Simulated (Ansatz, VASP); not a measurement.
## One calculation of GaP, two programs

```
CELL_PARAMETERS angstrom
0.00000 2.64003 2.90403
2.64003 0.00000 2.90403
2.64003 2.64003 0.00000
ATOMIC_POSITIONS crystal
Ga 0.00000 0.00000 0.00000
P 0.75000 0.75000 0.75000
```

Alike in both runs: task single point; functional PBE; k mesh 10 × 10 × 10; occupations gaussian, width 0.05 eV; no spin polarisation.

|  | VASP | Ansatz |
| --- | --- | --- |
| version | VASP 6.6.1 | Ansatz 0.2.0 |
| potentials or method | VASP PAW PBE potentials, release 64 (Ga_d, P), cutoff 520 eV | scalar-relativistic, plane waves, PAW |
| valence electrons in the cell | 18 | 18 |

|  | VASP | Ansatz | Ansatz less VASP |
| --- | --- | --- | --- |
| gap on the k mesh at the Fermi level (eV) | 1.14 | 1.14 | +0.001 |
| least direct gap on the mesh (eV) | 1.53 | 1.53 | +0.002 |
| pressure (GPa) | 2.3 | 2.3 | +0.08 |
| traceless stress, the component that is largest in VASP (GPa) | -5.48 | -5.48 | +0.009 |
